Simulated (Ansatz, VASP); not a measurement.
# Two plane-wave programs on CdS

POSCAR

```
CdS
1.0
    0.0000000000      2.7532440000      2.7532440000
    2.7532440000      0.0000000000      2.7532440000
    2.7532440000      2.7532440000      0.0000000000
Cd S
1 1
Direct
    0.0000000000      0.0000000000      0.0000000000
    0.5000000000      0.5000000000      0.5000000000
```

Contents of INCAR.step1:

```
SYSTEM = CdS
ALGO     = Normal         ! electronic algorithm
EDIFF    = 1E-5           ! SCF threshold, eV
ENCUT    = 520            ! plane-wave cutoff, eV
GGA      = PE             ! functional
ISIF     = 2              ! what is computed and relaxed
ISMEAR   = -1             ! smearing method
LASPH    = .True.         ! aspherical terms in the spheres
LREAL    = .False.        ! projectors in reciprocal space
LWAVE    = .True.         ! write WAVECAR
NBANDS   = 16             ! bands
NELM     = 80             ! most SCF steps
PREC     = Accurate       ! precision mode
SIGMA    = 0.05           ! smearing width, eV
```

Contents of INCAR.step2:

```
SYSTEM = CdS
AEXX     = 1.0            ! exact-exchange fraction
AGGAC    = 0.0          
ALDAC    = 0.0          
ALGO     = Normal         ! electronic algorithm
EDIFF    = 1E-7           ! SCF threshold, eV
ENCUT    = 520            ! plane-wave cutoff, eV
GGA      = PE             ! functional
ISIF     = 2              ! what is computed and relaxed
ISMEAR   = -1             ! smearing method
ISTART   = 1            
LASPH    = .True.         ! aspherical terms in the spheres
LCHARG   = .True.         ! write CHGCAR
LELF     = .True.         ! ELF
LHFCALC  = .True.         ! exact exchange
LREAL    = .False.        ! projectors in reciprocal space
LVHAR    = .True.       
LWAVE    = .False.        ! write WAVECAR
NBANDS   = 16             ! bands
NELM     = 80             ! most SCF steps
PREC     = Accurate       ! precision mode
PRECFOCK = Normal       
SIGMA    = 0.05           ! smearing width, eV
```

KPOINTS

```
k-points
0
Gamma
  4 4 4
  0 0 0
```

File input:

```
crystal:
  lattice:
    - [0.0, 2.753244, 2.753244]
    - [2.753244, 0.0, 2.753244]
    - [2.753244, 2.753244, 0.0]
  atoms:
    - { symbol: Cd, position: [0.0, 0.0, 0.0] }
    - { symbol: S, position: [0.5, 0.5, 0.5] }
hamiltonian:
  xc: hf
  pseudopotentials: { kind: paw }
kpoints:
  mp_grid: { grid: [4, 4, 4] }
scf:
  occupations: { method: fermi_dirac, width: 0.05 }
output:
  forces: true
  stress: true
  eigenvalues: true
  write_density: true
  write_potential: true
  elf: true
  volumetric_format: npy
```

Alike in both runs: task single point; functional HF; k mesh 4 × 4 × 4; occupations fermi-dirac, width 0.05 eV; no spin polarisation.

```csv
,VASP,Ansatz
version,VASP 6.6.1,Ansatz 0.2.0
potentials or method,"VASP PAW PBE potentials, release 64 (Cd, S)",Ansatz PAW
plane-wave cutoff (eV),520,420
valence electrons in the cell,18,26
```

|  | VASP | Ansatz | Ansatz less VASP |
| --- | --- | --- | --- |
| gap on the k mesh at the Fermi level (eV) | 7.87 | 7.88 | +0.001 |
| least direct gap on the mesh (eV) | 9.42 | 9.38 | -0.034 |
| pressure (GPa) | 4.5 | 4.8 | +0.31 |

VASP's potentials were made for PBE, not for HF. With one functional, cell and mesh, what is left measures potentials, basis and numerics. VASP's potentials hold 18 valence electrons a cell and Ansatz's 26, so a difference there can come from the potentials and not from the codes.

The k mesh is coarse, so the values compare programs but aren't converged.
